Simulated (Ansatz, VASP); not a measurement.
## One calculation of AlNi, two programs

```
Ni Al
1.0
     2.83236    0.00000    0.00000
     0.00000    2.83236    0.00000
     0.00000    0.00000    2.83236
Ni Al
1 1
Direct
  0.00000 0.00000 0.00000
  0.50000 0.50000 0.50000
```

Alike in both runs: functional LDA; k mesh 14 × 14 × 14; occupations gaussian, width 0.1 eV; no spin polarisation.

Ansatz relaxed the structure, and its values are those at the end. VASP's run is a single point on that final structure, the one shown.

```csv
,VASP,Ansatz
version,VASP 6.6.1,Ansatz 0.2.0
potentials or method,"VASP PAW LDA potentials, release 64 (Ni, Al), cutoff 600 eV","scalar-relativistic, plane waves, PAW"
valence electrons in the cell,13,21
```

```csv
,VASP,Ansatz,Ansatz less VASP
gap on the k mesh at the Fermi level (eV),none,none,-
pressure (GPa),0.4,0.0,-0.40
```

Ansatz warns that its potentials were made for another functional, while VASP's fit it. LDA's correlation is that of Perdew and Zunger in VASP and of Perdew and Wang (1992) in Ansatz. A gap of «none» marks a metal or a gap that the smearing closes. VASP's potentials hold 13 valence electrons a cell and Ansatz's 21, so a difference there can come from the potentials and not from the codes.
